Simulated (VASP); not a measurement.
Crystal: CdS (Hawleyite).

```
Cd S
1.0
     0.00000    2.91650    2.91650
     2.91650    0.00000    2.91650
     2.91650    2.91650    0.00000
Cd S
1 1
Cartesian
  0.0000 0.0000 0.0000
  4.3748 4.3748 4.3748
```

```yaml
Program: VASP 6.6.1
Task: relaxation of cell and atoms
Functional: PBE0
Potentials_or_basis: VASP PAW PBE potentials, release 64 (Cd, S)
Cutoff: 600 eV
k_mesh: 4 × 4 × 4
Occupations: fermi-dirac, width 0.05 eV
Spin: no spin polarisation
```

At the start: pressure 1.9 GPa; volume 24.81 Å³/atom.

Task: How do energy, volume and symmetry change on relaxing?

Result: Over 3 steps the energy falls by 4.3 meV/atom and the volume is 25.55 Å³/atom (+3.0 %); space group F-43m (No. 216, to 0.05 Å).

The path:
```tsv
step	energy change (eV)	largest force (eV/Å)	pressure (GPa)	volume (Å³)
1	0.0000	0.0000	1.89	49.62
2	-0.0070	0.0000	-0.74	51.75
3	-0.0086	0.0000	0.00	51.10
```

Final structure:
```
CELL_PARAMETERS angstrom
0.00000 2.94529 2.94529
2.94529 0.00000 2.94529
2.94529 2.94529 0.00000
ATOMIC_POSITIONS crystal
Cd 0.00000 0.00000 0.00000
S 0.75000 0.75000 0.75000
```

Caveat: the k points lie up to 0.46 Å⁻¹ apart in the final cell; the PAW data sets were made with another functional, which shifts forces and pressure a little.
